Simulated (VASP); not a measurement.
Runs of VASP 6.6.1 on CaS4. The structure is that of space group Pm-3m (No. 221), or close to it. The cells are those of the table. The cell was generated, and may not be a known phase.

```tsv
task	cell	k mesh	cutoff (eV)	gap on the mesh (eV)	pressure (GPa)	relaxed volume (Å³/atom)
single point	a = 5.018 Å, 5 atoms	4 × 4 × 4	520	none	(a)	-
single point	a = 4.645 Å, 5 atoms	8 × 8 × 8	520	none	-0.1	-
relaxation of cell and atoms	relaxed from a = 4.668 Å, 5 atoms	8 × 8 × 8	600	none	0.0	20.01
relaxation of cell and atoms	relaxed from a = 5.018 Å, 5 atoms	4 × 4 × 4	600	none	-0.1	20.24
single point	a = 4.668 Å, 5 atoms	4 × 4 × 4	520	none	-0.4	-
```

Alike in all rows: level PBE; potentials or basis VASP PAW PBE potentials, release 64 (Ca_sv, S); no spin polarisation; smearing gaussian 0.1 eV.

Problem. Estimate the missing entries.

Solution. (a) -8.3.

Caveats: the cell stands under tension (at least some runs); the volume moved by over 15 % at a fixed basis, so the end points are rough (at least some runs).

A gap of «none» marks levels without a gap at the run's occupations.
